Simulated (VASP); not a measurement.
Input of a VASP 6.6.1 run:

Contents of INCAR:

```
SYSTEM = Mg
PREC = Accurate
ENCUT = 520
EDIFF = 1E-7
ISMEAR = 0
SIGMA = 0.1
LREAL = .False.
LASPH = .True.
NELM = 80
ALGO = Normal
ISIF = 2
LWAVE = .False.
LCHARG = .True.
GGA = PE
LELF = .True.
LVHAR = .True.
NBANDS = 9
```

KPOINTS

```
Automatic mesh
0
Gamma
  6 6 6
  0 0 0
```

File POSCAR:

```
Mg
1.0
    0.0000000000      3.4650591165      3.4650591165
    3.4650591165      0.0000000000      3.4650591165
    3.4650591165      3.4650591165      0.0000000000
Mg
2
Direct
    0.0000000000      0.0000000000      0.0000000000
    0.2500000000      0.2500000000      0.2500000000
```

Potentials or basis: VASP PAW PBE potentials, release 64 (Mg).

Launch:

```console
$ cat potpaw_PBE.64/Mg/POTCAR > POTCAR
$ mpirun -np 1 vasp_std > vasp.out
```

Task: Predict the pressure.

Result: 0.0 GPa.

Task: What does it give for the band gap on the k mesh?

Result: Zero (band 2 reaches 3.13 eV, above the bottom of band 3 at -0.40 eV).
